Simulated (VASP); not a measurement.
A run of VASP 6.6.1 is set up as follows.

Contents of INCAR:

```
PREC = Accurate
ENCUT = 500
EDIFF = 1E-6
ISMEAR = 0
SIGMA = 0.02
LREAL = F
LASPH = T
NELM = 120
ALGO = Normal
ISIF = 2
LWAVE = F
LCHARG = F
GGA = CA
NBANDS = 11
GGA_COMPAT = F
```

The input KPOINTS:

```
Automatic mesh
0
Gamma
  8 8 8
```

POSCAR

```
Si
1.0
    0.0000000000      2.7353450877      2.7353450877
    2.7353450877      0.0000000000      2.7353450877
    2.7353450877      2.7353450877      0.0000000000
Si
2
Direct
    0.2500000000      0.2500000000      0.2500000000
    0.0000000000      0.0000000000      0.0000000000
```

Potentials or basis: VASP PAW LDA potentials, release 64 (Si).

Command:

```sh
$ cat potpaw_LDA.64/Si/POTCAR > POTCAR
$ mpirun -np 1 vasp_std > vasp.out
```

Question: Predict the pressure.

Answer: -3.3 GPa.

Question: What does it give for the band gap on the k mesh?

Answer: 0.55 eV, indirect (least direct gap 2.51 eV).

A k mesh can miss the band edges. As with any semilocal functional, this LDA gap is likely too small.
